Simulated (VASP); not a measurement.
A run of VASP 6.6.1 is set up as follows.

INCAR

```
SYSTEM = SiC
ALGO     = Normal         ! electronic algorithm
EDIFF    = 1E-6           ! SCF threshold, eV
ENCUT    = 520            ! plane-wave cutoff, eV
GGA      = PS             ! functional
ISIF     = 2              ! what is computed and relaxed
ISMEAR   = 0              ! smearing method
LASPH    = .True.         ! aspherical terms in the spheres
LCHARG   = .True.         ! write CHGCAR
LELF     = .True.         ! ELF
LREAL    = .False.        ! projectors in reciprocal space
LVHAR    = .True.       
LWAVE    = .False.        ! write WAVECAR
NBANDS   = 11             ! bands
NELM     = 80             ! most SCF steps
PREC     = Accurate       ! precision mode
SIGMA    = 0.05           ! smearing width, eV
```

Contents of KPOINTS:

```
k-points
0
Gamma
  12 12 12
  0 0 0
```

File POSCAR:

```
SiC
1.0
    0.0000000000      2.1014924409      2.1014924409
    2.1014924409      0.0000000000      2.1014924409
    2.0737527407      2.0737527407      0.0277397002
Si C
1 1
Direct
    0.0000000000      0.0000000000      0.0000000000
    0.7500000000      0.7500000000      0.7500000000
```

Potentials or basis: VASP PAW PBE potentials, release 64 (Si, C).

Launch:

```bash
$ cat potpaw_PBE.64/Si/POTCAR potpaw_PBE.64/C/POTCAR > POTCAR
$ mpirun -np 1 vasp_std > vasp.out
```

**Question.** What does it give for the band gap on the k mesh?

**Answer.** 1.00 eV, indirect (least direct gap 4.43 eV).

**Question.** Predict the pressure.

**Answer.** 36.8 GPa.

Forces in eV/Å, atoms in the order of the input:
```
Si  -0.234 -0.234  0.234
C    0.234  0.234 -0.234
```

Caveat: the PAW data sets were made with another functional, which shifts forces and pressure a little. Expect the measured gap to be larger: semilocal functionals such as PBEsol lack the derivative discontinuity.
